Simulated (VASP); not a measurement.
Here is a VASP 6.6.1 calculation.

File POSCAR:

```
Al
1.0
    2.8257657275      0.0000000029      0.0000000000
   -1.4128828663      2.4471849037      0.0000000000
    0.0000000000      0.0000000000      4.6097871487
Al
2
Direct
    0.6666666667      0.3333333333      0.7500000000
    0.3333333333      0.6666666667      0.2500000000
```

File INCAR.step1:

```
ALGO     = Normal         # electronic algorithm
EDIFF    = 1E-4           # SCF threshold, eV
ENCUT    = 520            # plane-wave cutoff, eV
GGA      = PE             # functional
ISMEAR   = -1             # smearing method
LASPH    = True           # aspherical terms in the spheres
LCHARG   = False          # write CHGCAR
LREAL    = False          # projectors in reciprocal space
LWAVE    = True           # write WAVECAR
NBANDS   = 10             # bands
NELM     = 60             # most SCF steps
PREC     = Accurate       # precision mode
SIGMA    = 0.3            # smearing width, eV
```

The input INCAR.step2:

```
ALGO     = Normal         # electronic algorithm
EDIFF    = 1E-6           # SCF threshold, eV
ENCUT    = 520            # plane-wave cutoff, eV
ISIF     = 2              # what is computed and relaxed
ISMEAR   = -1             # smearing method
ISTART   = 1            
IVDW     = 13             # dispersion correction
LASPH    = True           # aspherical terms in the spheres
LCHARG   = False          # write CHGCAR
LMIXTAU  = True         
LREAL    = False          # projectors in reciprocal space
LWAVE    = False          # write WAVECAR
METAGGA  = R2SCAN         # meta-GGA
NBANDS   = 10             # bands
NELM     = 60             # most SCF steps
PREC     = Accurate       # precision mode
SIGMA    = 0.3            # smearing width, eV
VDW_A1   = 0.51559235   
VDW_A2   = 5.77342911   
VDW_S6   = 1.0          
VDW_S8   = 0.6018749
```

File KPOINTS:

```
k-points
0
Gamma
  7 7 4
```

Potentials or basis: VASP PAW PBE potentials, release 64 (Al).

Run with:

```console
$ cat potpaw_PBE.64/Al/POTCAR > POTCAR
$ cp INCAR.step1 INCAR
$ mpirun -np 1 vasp_std > vasp.out
$ cp INCAR.step2 INCAR
$ mpirun -np 1 vasp_std > vasp.out
```

(1) Predict the pressure.

(2) Estimate the band gap on the k mesh.

Results:

(1) -0.3 GPa.

(2) zero (band 3 reaches 12.98 eV, above the bottom of band 4 at 5.37 eV).

Caveat: the k points lie up to 0.37 Å⁻¹ apart; the PAW data sets were made with another functional, which shifts forces and pressure a little; pairwise dispersion overbinds metals, which lowers pressure and volume.
